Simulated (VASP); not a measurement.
A run of VASP 6.6.1:

Contents of INCAR:

```
  PREC = Accurate
  ENCUT = 520
  EDIFF = 1E-8
  ISMEAR = -1
  SIGMA = 0.08
  LREAL = False
  LASPH = True
  NELM = 80
  ALGO = Normal
  ISIF = 2
  LWAVE = False
  LCHARG = False
  GGA = PE
  LEFG = True
  NBANDS = 15
```

File KPOINTS:

```
Automatic mesh
0
Gamma
  17 17 10
```

File POSCAR:

```
Fe
1.0
    2.4341575853      0.0000000000      0.0000000000
   -1.2170787927      2.1080423057      0.0000000000
    0.0000000000      0.0000000000      3.8419344700
Fe
2
Direct
    0.3333333333      0.6666666667      0.2500000000
    0.6666666667      0.3333333333      0.7500000000
```

Potentials or basis: VASP PAW PBE potentials, release 64 (Fe).

Launch:

```bash
$ cat potpaw_PBE.64/Fe/POTCAR > POTCAR
$ mpirun -np 1 vasp_std > vasp.out
```

Hardware: 1 thread of Intel(R) Xeon(R) Platinum 8488C (Sapphire Rapids), with other jobs on the host.

**Question.** How long does it take, and how much memory?

**Answer.** Run time: 37 s on 1 thread of Intel(R) Xeon(R) Platinum 8488C (Sapphire Rapids), with other jobs on the host, peak memory 0.16 GiB. Counts: scf iterations 15, k points 198.
